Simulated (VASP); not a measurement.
## SnO2: single point with r2SCAN

The system is SnO2.

```
CELL_PARAMETERS angstrom
0.00000 2.53347 2.53347
2.53347 0.00000 2.53347
2.53347 2.53347 0.00000
ATOMIC_POSITIONS crystal
Sn 0.00000 0.00000 0.00000
O 0.25000 0.25000 0.25000
O 0.75000 0.75000 0.75000
```

* Program: VASP 6.6.1
* Task: single point
* Functional: r2SCAN
* Potentials or basis: VASP PAW PBE potentials, release 64 (Sn_d, O)
* Cutoff: 520 eV
* k mesh: 6 × 6 × 6
* Occupations: gaussian, width 0.01 eV
* Spin: no spin polarisation
* Dipole correction: no
* Further INCAR settings: ALGO = Normal; EDIFF = 1e-06; NBANDS = 20

```
Pressure               : 1.4 GPa
Band gap on the k mesh : 0.88 eV, indirect (least direct gap 2.29 eV)
```

Levels at points of the mesh, in eV from the valence-band top:
| k point | band 10 | band 11 | band 12 | band 13 | band 14 | band 15 | band 16 | band 17 |
| --- | --- | --- | --- | --- | --- | --- | --- | --- |
| (0.00, 0.00, 0.00) | -3.01 | -1.42 | -1.42 | -1.42 | 0.88 | 7.91 | 7.91 | 7.91 |
| (0.50, 0.00, 0.00) | -3.46 | -3.46 | -2.18 | -2.18 | 5.56 | 8.64 | 11.42 | 11.42 |
| (0.50, 0.50, 0.00) | -5.63 | -0.19 | -0.19 | -0.11 | 3.87 | 8.12 | 10.50 | 13.39 |

Wall time 55 s on 1 thread of Intel(R) Xeon(R) Platinum 8259CL CPU @ 2.50GHz (Skylake/Cascade Lake), on a shared host, peak memory 0.16 GiB.

Caveat: the PAW data sets were made with another functional, which shifts forces and pressure a little; spin-orbit coupling is left out, which moves the levels of the heavy elements. A k mesh can miss the band edges.
